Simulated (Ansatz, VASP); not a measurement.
# One calculation of Na, two programs

Contents of INCAR:

```
PREC     = Accurate       # precision mode
ENCUT    = 520            # plane-wave cutoff, eV
EDIFF    = 1E-8           # SCF threshold, eV
ISMEAR   = -1             # smearing method
SIGMA    = 0.05           # smearing width, eV
LREAL    = F              # projectors in reciprocal space
LASPH    = T              # aspherical terms in the spheres
NELM     = 60             # most SCF steps
ALGO     = Normal         # electronic algorithm
ISIF     = 2              # what is computed and relaxed
LWAVE    = F              # write WAVECAR
LCHARG   = F              # write CHGCAR
LEFG     = T            
NBANDS   = 14             # bands
```

The input KPOINTS:

```
regular mesh
0
Gamma
  11 11 6
```

POSCAR

```
Na
1.0
    3.7417183499      0.0000000000      0.0000000000
   -1.8708591750      3.2404231448      0.0000000000
    0.0000000000      0.0000000000      6.1126967421
Na
2
Direct
    0.3333333333      0.6666666667      0.2500000000
    0.6666666667      0.3333333333      0.7500000000
```

Input for Ansatz:

```yaml
crystal:
  lattice:
    - [3.7417183499, 0.0, 0.0]
    - [-1.870859175, 3.2404231448, 0.0]
    - [0.0, 0.0, 6.1126967421]
  atoms:
    - { symbol: Na, position: [0.3333333333, 0.6666666667, 0.25] }
    - { symbol: Na, position: [0.6666666667, 0.3333333333, 0.75] }
kpoints:
  mp_grid: { grid: [11, 11, 6] }
scf:
  occupations: { method: fermi_dirac, width: 0.05 }
hamiltonian:
  xc: lda
  pseudopotentials: { kind: all_electron, datasets: crystal }
output:
  forces: true
  stress: true
  eigenvalues: true
  efg: { contact_densities: true }
```

Change from the starting cell: volume scaled by 0.98, crystal datasets.

Alike in both runs: task electric field gradients; functional LDA; k mesh 11 × 11 × 6; occupations fermi-dirac, width 0.05 eV; no spin polarisation.

```csv
,VASP,Ansatz
version,VASP 6.6.1,Ansatz 0.2.0
potentials or method,"VASP PAW LDA potentials, release 64 (Na_pv), cutoff 520 eV","all-electron PAW with datasets made for the crystal, scalar-relativistic"
```

```tsv
	VASP	Ansatz	Ansatz less VASP
pressure (GPa)	-0.8	-0.8	+0.01
traceless stress, the component that is largest in VASP (GPa)	0.19	0.19	-0.001
size of Vzz on the site where it differs most (V/Å²)	0.5	0.5	-0.03
```

LDA's correlation is that of Perdew and Zunger in VASP and of Perdew and Wang (1992) in Ansatz. Ansatz ran all-electron here, and VASP with PAW potentials.
